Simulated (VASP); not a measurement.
A run of VASP 6.6.1 is set up as follows.

INCAR

```
ALGO = Normal
EDIFF = 1E-6
ENCUT = 500
GGA = CA
GGA_COMPAT = F
ISIF = 2
ISMEAR = 1
LASPH = T
LCHARG = F
LREAL = F
LWAVE = F
NBANDS = 14
NELM = 120
PREC = Accurate
SIGMA = 0.01
```

File KPOINTS:

```
k-points
0
Gamma
  13 13 13
```

File POSCAR:

```
Rh
1.0
    0.0000000000      1.9104189093      1.9104189093
    1.9104189093      0.0000000000      1.9104189093
    1.9104189093      1.9104189093      0.0000000000
Rh
1
Direct
    0.0000000000      0.0000000000      0.0000000000
```

Potentials or basis: VASP PAW LDA potentials, release 64 (Rh_pv).

Launch:

```sh
$ cat potpaw_LDA.64/Rh_pv/POTCAR > POTCAR
$ mpirun -np 1 vasp_std > vasp.out
```

Problem. Predict the pressure.

Solution. -13.9 GPa.
